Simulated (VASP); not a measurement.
# H2CS2 in VASP: a series of runs, part 2 of 2

VASP 6.6.1. Earlier steps stand in the parts before.

## 3. Single point, PBE+D3(BJ)

INCAR reads:

```
PREC     = Accurate       # precision mode
ENCUT    = 520            # plane-wave cutoff, eV
EDIFF    = 1E-6           # SCF threshold, eV
ISMEAR   = -1             # smearing method
SIGMA    = 0.05           # smearing width, eV
LREAL    = Auto         
LASPH    = True           # aspherical terms in the spheres
NELM     = 100            # most SCF steps
ALGO     = Normal         # electronic algorithm
ISIF     = 2              # what is computed and relaxed
LWAVE    = False          # write WAVECAR
LCHARG   = False          # write CHGCAR
GGA      = PE             # functional
IVDW     = 12             # dispersion correction
NBANDS   = 75             # bands
```

KPOINTS reads:

```
Automatic mesh
0
Gamma
  1 1 1
```

POSCAR reads:

```
H2CS2
1.0
    9.2051640000      0.0000000000      0.0000000000
    0.0000000000      9.2051640000      0.0000000000
    0.0000000000      0.0000000000      9.2051640000
H S C
12 12 6
Direct
    0.7974871496      0.7978673710      0.4313122504
    0.7874384422      0.8346402085      0.5059985895
    0.3867611701      0.5685612989      0.5391973462
    0.3874890225      0.5601421115      0.4593074061
    0.7304921455      0.6102878775      0.7170866266
    0.7385093845      0.5638248270      0.6495919030
    0.2220384124     -0.0136119248      0.6465935859
    0.2683167839      0.0261918202      0.6977170640
    0.5699844131      0.9246114464      0.7631911827
    0.6127756116      0.8672849283      0.8002138799
    0.8242221431      0.1945103857      0.7119916603
    0.7801599189      0.2025276247      0.7751844508
    1.1200126364      0.5548407394      0.3037425515
    0.8918037745      0.4498996433      0.0778476081
    0.3510312255      0.7440062991     -0.0362513911
    0.4223390262      0.8193444462      0.2901632171
    0.2112401257      0.1657656507      0.3589072395
    0.2335971418      0.1766291182      0.0211946251
    0.0185656660      0.7746195505      0.7976609651
    0.0755662800      0.4539082628      0.6998245767
    0.6789232652      0.3069146840      0.4620558634
    0.5212834883      0.4252612990      0.1881335303
    0.9329763163      0.8381708354      0.1838315971
    0.7107097712      1.0767760357      0.0882004927
    1.0014378886      0.5034891285      0.1930655445
    0.3835999011      0.7806161846      0.1285582745
    0.2202785306      0.1671235841      0.1904039950
    0.0487661056      0.6164800540      0.7479931916
    0.5981751113      0.3621119624      0.3246329995
    0.8240266007      0.9622859517      0.1350437646
```

Potentials or basis: VASP PAW PBE potentials, release 64 (H, S, C).

Command:

```bash
$ cat potpaw_PBE.64/H/POTCAR potpaw_PBE.64/S/POTCAR potpaw_PBE.64/C/POTCAR > POTCAR
$ mpirun -np 1 vasp_gam > vasp.out
```

OUTCAR:

```text
PREC = Accurate
   ENCUT = 520
   EDIFF = 1E-6
   ISMEAR = -1
   LREAL = Auto
   LASPH = True
   NELM = 100
   ISIF = 2
   GGA = PE
   IVDW = 12
 IVDW          = 12

 ion  position               nearest neighbor table
   1  0.797  0.798  0.431-   2 0.77
   2  0.787  0.835  0.506-   1 0.77
   3  0.387  0.569  0.539-   4 0.74
   4  0.387  0.560  0.459-   3 0.74
   5  0.730  0.610  0.717-   6 0.76
   6  0.739  0.564  0.650-   5 0.76
[... 16 lines left out ...]
  23  0.933  0.838  0.184-  30 1.59
  24  0.711  0.077  0.088-  30 1.54
  25  0.001  0.503  0.193-  14 1.54  13 1.57
  26  0.384  0.781  0.129-  16 1.57  15 1.58
  27  0.220  0.167  0.190-  17 1.55  18 1.56
  28  0.049  0.616  0.748-  19 1.55  20 1.58
  29  0.598  0.362  0.325-  21 1.55  22 1.55
  30  0.824  0.962  0.135-  24 1.54  23 1.59

  LATTYP: Found a simple cubic cell.
 ALAT       =     9.2051640000

  Lattice vectors:

 A1 = (   9.2051640000,   0.0000000000,   0.0000000000)
 A2 = (   0.0000000000,   9.2051640000,   0.0000000000)
 A3 = (   0.0000000000,   0.0000000000,   9.2051640000)

Analysis of symmetry for initial positions (statically):
=====================================================================
 Subroutine PRICEL returns:
 Original cell was already a primitive cell.

 Routine SETGRP: Setting up the symmetry group for a
 simple cubic supercell.

 Subroutine GETGRP returns: Found  1 space group operations
 (whereof  1 operations were pure point group operations)
 out of a pool of 48 trial point group operations.

The static configuration has the point symmetry C_1 .

Analysis of symmetry for dynamics (positions and initial velocities):
=====================================================================
 Subroutine PRICEL returns:
 Original cell was already a primitive cell.

 Routine SETGRP: Setting up the symmetry group for a
 simple cubic supercell.

 Subroutine GETGRP returns: Found  1 space group operations
 (whereof  1 operations were pure point group operations)
 out of a pool of 48 trial point group operations.

The dynamic configuration has the point symmetry C_1 .

 Subroutine INISYM returns: Found  1 space group operations
 (whereof  1 operations are pure point group operations),
 and found     1 'primitive' translations

----------------------------------------------------------------------------------------

                                     Primitive cell

  volume of cell :     780.0000

  direct lattice vectors                    reciprocal lattice vectors
     9.205164000  0.000000000  0.000000000     0.108634675  0.000000000  0.000000000
     0.000000000  9.205164000  0.000000000     0.000000000  0.108634675  0.000000000
     0.000000000  0.000000000  9.205164000     0.000000000  0.000000000  0.108634675

  length of vectors
     9.205164000  9.205164000  9.205164000     0.108634675  0.108634675  0.108634675

  position of ions in fractional coordinates (direct lattice)
     0.797487150  0.797867371  0.431312250
     0.787438442  0.834640208  0.505998590
     0.386761170  0.568561299  0.539197346
     0.387489022  0.560142111  0.459307406
     0.730492146  0.610287877  0.717086627
     0.738509384  0.563824827  0.649591903
[... 22 lines left out ...]
     0.598175111  0.362111962  0.324632999
     0.824026601  0.962285952  0.135043765

  ion indices of the primitive-cell ions
   primitive index   ion index
                 1           1
                 2           2
                 3           3
                 4           4
                 5           5
                 6           6
[... 22 lines left out ...]
                29          29
                30          30

----------------------------------------------------------------------------------------

 KPOINTS: Automatic mesh

Automatic generation of k-mesh.
 Grid dimensions read from file:
 generate k-points for:    1    1    1

 Generating k-lattice:

  Cartesian coordinates                     Fractional coordinates (reciprocal lattice)
     0.108634675  0.000000000  0.000000000     1.000000000  0.000000000  0.000000000
     0.000000000  0.108634675  0.000000000     0.000000000  1.000000000  0.000000000
     0.000000000  0.000000000  0.108634675     0.000000000  0.000000000  1.000000000

  Length of vectors
     0.108634675  0.108634675  0.108634675

  Shift w.r.t. Gamma in fractional coordinates (k-lattice)
     0.000000000  0.000000000  0.000000000

 Subroutine IBZKPT returns following result:
 ===========================================

 Found      1 irreducible k-points:

 Following reciprocal coordinates:
            Coordinates               Weight
  0.000000  0.000000  0.000000      1.000000
   k-points           NKPTS =      1   k-points in BZ     NKDIM =      1   number of bands    NBANDS=     75
   number of dos      NEDOS =    301   number of ions     NIONS =     30
   total plane-waves  NPLWV = 343000
   dimension x,y,z NGX =    70 NGY =   70 NGZ =   70
   dimension x,y,z NGXF=   140 NGYF=  140 NGZF=  140
   ions per type =              12  12   6
   NGX,Y,Z   is equivalent  to a cutoff of  12.64, 12.64, 12.64 a.u.
   NGXF,Y,Z  is equivalent  to a cutoff of  25.28, 25.28, 25.28 a.u.
 SYSTEM =  unknown system
   PREC   = accura    normal or accurate (medium, high low for compatibility)
   ISTART =      0    job   : 0-new  1-cont  2-samecut
   ICHARG =      2    charge: 1-file 2-atom 10-const
   ISPIN  =      1    spin polarized calculation?
   LNONCOLLINEAR =      F non collinear calculations
   LSORBIT =      F    spin-orbit coupling
   LASPH  =      T    aspherical Exc in radial PAW
   ENCUT  =  520.0 eV  38.22 Ry    6.18 a.u.  17.12 17.12 17.12*2*pi/ulx,y,z
   NELM   =    100;   NELMIN=  2; NELMDL= -5     # of ELM steps
   EDIFF  = 0.1E-05   stopping-criterion for ELM
   LREAL  =      T    real-space projection
   EDIFFG = 0.1E-04   stopping-criterion for IOM
   NSW    =      0    number of steps for IOM
   IBRION =     -1    ionic relax: 0-MD 1-quasi-New 2-CG
   NFREE  =      0    steps in history (QN), initial steepest desc. (CG)
   ISIF   =      2    stress and relaxation
   ISYM   =      2    0-nonsym 1-usesym 2-fastsym
   POTIM  = 0.5000    time-step for ionic-motion
   TEBEG  =    0.0;   TEEND  =   0.0 temperature during run
   PSTRESS=    0.0 pullay stress
   NELECT =     108.0000    total number of electrons
   NUPDOWN=      -1.0000    fix difference up-down
   EMIN   =  10.00;   EMAX   =-10.00  energy-range for DOS
   EFERMI =   0.00;   METHOD = LEGACY
   ISMEAR =    -1;   SIGMA  =   0.05  broadening in eV -4-tet -1-fermi 0-gaus
   EFERMI_NEDOS =   21; number of points for ismear=-14 and -15
   IALGO  =     38    algorithm
   IMIX   =      4    mixing-type and parameters
     AMIX     =   0.40;   BMIX     =  1.00
     AMIX_MAG =   1.60;   BMIX_MAG =  1.00
  volume/ion in A,a.u.               =      26.00       175.46
  Fermi-wavevector in a.u.,A,eV,Ry     =   0.846937  1.600479  9.759495  0.717303
  Thomas-Fermi vector in A             =   1.962364
   LORBIT       =      0    0 simple, 1 ext, 2 COOP (PROOUT), +10 PAW based schemes
   GGA     = PE    functional components
   LHFCALC =     F    Hartree Fock is set to
   AEXX    =    0.0000 exact exchange contribution
   IVDW    =    12    specifies the selected vdW correction
   LEPSILON=     F    determine dielectric tensor
   LRPA    =     F    only Hartree local field effects (RPA)
 non-spin polarized calculation
  energy-cutoff  :      520.00
  volume of cell :      780.00
 maximum number of plane-waves:     10432
 NGX is ok and might be reduce to    70
   NGX = 35   NGY = 35   NGZ = 35

 number of electron     108.0000001 magnetization

 Free energy of the ion-electron system (eV)
  ---------------------------------------------------
  ext. energy  EPLUGINS =         0.00000000
  ---------------------------------------------------
  free energy    TOTEN  =      -140.18873515 eV

  energy without entropy =     -140.18873515  energy(sigma->0) =     -140.18873515

 E-fermi :  -1.3282     XC(G=0):  -6.0146

 val. band max:       -2.5270893376   @ k =   0.0000   0.0000   0.0000
 cond. band min:       0.7488384746   @ k =   0.0000   0.0000   0.0000
 fundamental gap:      3.2759278122
 Fermi energy:        -1.3282396935

 k-point     1 :       0.0000    0.0000    0.0000
  band No.  band energies     occupation
      1     -17.5416      2.00000
      2     -17.4635      2.00000
      3     -17.4363      2.00000
      4     -17.3792      2.00000
      5     -17.3023      2.00000
      6     -17.2654      2.00000
[... 58 lines left out ...]
     65       1.3394      0.00000
     66       1.4489      0.00000
 [bands above 66 left out]

------------------------ aborting loop because EDIFF is reached ----------------------------------------

 Edisp (eV)   -2.30573

 E8    (eV) :    -0.7349

  FORCE on cell =-STRESS in cart. coord.  units (eV):
  Direction    XX          YY          ZZ          XY          YZ          ZX
  --------------------------------------------------------------------------------------
  -------------------------------------------------------------------------------------
  Total      -0.28537    -1.94265    -3.13753     0.48372    -1.35225    -0.68436
  in kB      -0.58618    -3.99034    -6.44472     0.99360    -2.77762    -1.40573
  external pressure =       -3.67 kB  Pullay stress =        0.00 kB

 VOLUME and BASIS-vectors are now :
 -----------------------------------------------------------------------------
  energy-cutoff  :      520.00
  volume of cell :      780.00
      direct lattice vectors                 reciprocal lattice vectors
     9.205164000  0.000000000  0.000000000     0.108634675  0.000000000  0.000000000
     0.000000000  9.205164000  0.000000000     0.000000000  0.108634675  0.000000000
     0.000000000  0.000000000  9.205164000     0.000000000  0.000000000  0.108634675

 POSITION                                       TOTAL-FORCE (eV/Angst)
 -----------------------------------------------------------------------------------
      7.34100      7.34450      3.97030        -0.098766      0.300448      0.617789
      7.24850      7.68300      4.65780         0.028037     -0.296038     -0.473890
      3.56020      5.23370      4.96340        -0.008440      0.003266      0.467830
      3.56690      5.15620      4.22800         0.042883     -0.052262     -0.344926
      6.72430      5.61780      6.60090        -0.018220     -0.128823     -0.170770
      6.79810      5.19010      5.97960        -0.071557      0.114202      0.201079
[... 22 lines left out ...]
      5.50630      3.33330      2.98830         0.059465      0.227843     -0.051224
      7.58530      8.85800      1.24310         0.958380     -1.348789      0.462378
 -----------------------------------------------------------------------------------
    total drift:                               -0.013503      0.007154      0.013372

  FREE ENERGIE OF THE ION-ELECTRON SYSTEM (eV)
  ---------------------------------------------------
  free  energy   TOTEN  =      -142.4944664476 eV

  energy  without entropy=     -142.4944664475  energy(sigma->0) =     -142.49446645
```

Wall time 1.7 min (1 thread of Intel Xeon Platinum 8259CL at 2.50GHz (Skylake/Cascade Lake), shared host); peak memory 0.65 GiB.

What came out:

```
Free energy                : -142.4945 eV
Pressure                   : -0.4 GPa
Largest force              : 1.718 eV/Å
Band gap on the k mesh     : 3.28 eV
Dispersion energy per atom : -0.077 eV
```

Forces on the atoms (eV/Å):
```
H   -0.099  0.300  0.618
H    0.028 -0.296 -0.474
H   -0.008  0.003  0.468
H    0.043 -0.052 -0.345
H   -0.018 -0.129 -0.171
H   -0.072  0.114  0.201
H   -0.377 -0.316 -0.447
H    0.417  0.367  0.449
H   -0.127  0.235 -0.188
H    0.185 -0.195  0.110
H    0.853 -0.170 -1.141
H   -0.806  0.122  1.204
S   -0.346 -0.207 -0.147
S   -0.358 -0.167 -0.275
S    0.188  0.173  1.332
S   -0.222 -0.124 -0.796
S   -0.071 -0.096  0.014
S   -0.091 -0.105  0.393
S   -0.039  0.033 -0.043
S   -0.124  0.975  0.268
S   -0.012 -0.132  0.022
S   -0.136 -0.038 -0.061
S   -0.687  1.153 -0.532
S   -0.240  0.432 -0.125
C    0.767  0.095  0.433
C    0.144  0.022 -0.497
C    0.108  0.151 -0.403
C    0.081 -1.027 -0.280
C    0.059  0.228 -0.051
C    0.958 -1.349  0.462
```

Levels at points of the mesh, in eV from the valence-band top:
| k point | band 52 | band 53 | band 54 | band 55 | band 56 | band 57 |
| --- | --- | --- | --- | --- | --- | --- |
| (0.00, 0.00, 0.00) | -0.16 | -0.08 | 0.00 | 3.28 | 3.33 | 3.41 |

Caveat: the k points lie up to 0.68 Å⁻¹ apart.

## 4. Single point, PBE+D3(BJ)

INCAR reads:

```
SYSTEM = H2CS2
  ALGO = Normal
  EDIFF = 1E-6
  ENCUT = 520
  GGA = PE
  ISIF = 2
  ISMEAR = -1
  IVDW = 12
  LASPH = .True.
  LCHARG = .False.
  LREAL = Auto
  LWAVE = .False.
  NBANDS = 75
  NELM = 60
  PREC = Accurate
  SIGMA = 0.05
```

KPOINTS reads:

```
k-points
0
Gamma
  1 1 1
  0 0 0
```

POSCAR reads:

```
H2CS2
1.0
    9.2051640000      0.0000000000      0.0000000000
    0.0000000000      9.2051640000      0.0000000000
    0.0000000000      0.0000000000      9.2051640000
H S C
12 12 6
Direct
    0.7564666963      0.8414081487      0.4606218857
    0.7599755963      0.7724794474      0.4993718743
    0.4024588807      0.5675509964      0.5666601920
    0.3747461751      0.5412505415      0.4938423693
    0.7480475090      0.6029441735      0.7215080579
    0.7008348792      0.5666167382      0.6648442114
    0.1921204228      0.0042584793      0.6550019098
    0.2495990294      0.0636490561      0.6519927293
    0.5741125307      0.9550400188      0.7591173824
    0.5632925171      0.9144541042      0.8310118103
    0.7833755053      0.1461027745      0.6801942909
    0.8092305580      0.1471565308      0.7579441279
    1.1117455376      0.5486051090      0.3019174889
    0.8823634212      0.4553856944      0.0696456902
    0.3469900156      0.7393241446     -0.0243993480
    0.4185150857      0.8116857016      0.2986584487
    0.2165523613      0.1657004699      0.3515635354
    0.2313592675      0.1885680690      0.0118194526
    0.0176965886      0.7736309750      0.7983236366
    0.0657674323      0.4508882188      0.6973477061
    0.6736218931      0.2993537106      0.4537887647
    0.5216311192      0.4189604878      0.1773135166
    0.9358008179      0.8332496846      0.1887853383
    0.7218991427      1.0757440063      0.0868642862
    0.9949958523      0.4948526718      0.1869820027
    0.3837845800      0.7767053363      0.1365863770
    0.2238417480      0.1668411340      0.1826583426
    0.0474733530      0.6132753311      0.7512848223
    0.5937536800      0.3664790763      0.3212327341
    0.8282959435      0.9514768015      0.1276022893
```

Command:

```bash
$ cat potpaw_PBE.64/H/POTCAR potpaw_PBE.64/S/POTCAR potpaw_PBE.64/C/POTCAR > POTCAR
$ mpirun -np 1 vasp_gam > vasp.out
```

It took 1.7 min on 1 thread of Intel Xeon Platinum 8259CL at 2.50GHz (Skylake/Cascade Lake), shared host; peak memory 0.65 GiB.

It converged, with:

```
Free energy                : -142.4709 eV
Pressure                   : -0.6 GPa
Largest force              : 1.838 eV/Å
Band gap on the k mesh     : 3.22 eV
Dispersion energy per atom : -0.077 eV
```

Forces on the atoms (eV/Å):
```
H   -0.040  0.693 -0.381
H    0.016 -0.672  0.428
H   -0.071 -0.081 -0.145
H    0.090  0.062  0.197
H   -0.170 -0.068 -0.112
H    0.082  0.052  0.147
H    0.212  0.221  0.013
H   -0.184 -0.202  0.058
H   -0.048 -0.239  0.376
H    0.047  0.244 -0.450
H    0.090 -0.040  0.150
H   -0.017 -0.001 -0.083
S   -0.783 -0.678 -0.710
S   -0.331 -0.344 -0.347
S    0.085  0.017  0.204
S   -0.004  0.023 -0.272
S   -0.019 -0.242 -0.225
S   -0.077 -0.410  1.252
S    0.149 -0.426 -0.099
S   -0.033  1.126  0.474
S   -0.005  0.168  0.207
S   -0.120  0.194  0.282
S   -0.569  0.660 -0.648
S   -0.145  0.119 -0.297
C    1.263  0.718  1.127
C    0.019  0.009  0.102
C    0.020  0.591 -1.112
C   -0.182 -0.735 -0.457
C    0.028 -0.277 -0.537
C    0.695 -0.483  0.857
```

Stress tensor (GPa, compression positive):
```
-0.29 -0.05 -0.10
-0.05 -0.57 -0.30
-0.10 -0.30 -0.96
```

Levels at points of the mesh, in eV from the valence-band top:
| k point | band 50 | band 51 | band 52 | band 53 | band 54 | band 55 | band 56 | band 57 | band 58 | band 59 |
| --- | --- | --- | --- | --- | --- | --- | --- | --- | --- | --- |
| (0.00, 0.00, 0.00) | -0.25 | -0.20 | -0.19 | -0.07 | 0.00 | 3.22 | 3.27 | 3.33 | 3.40 | 3.44 |

Caveat: the k points lie up to 0.68 Å⁻¹ apart.
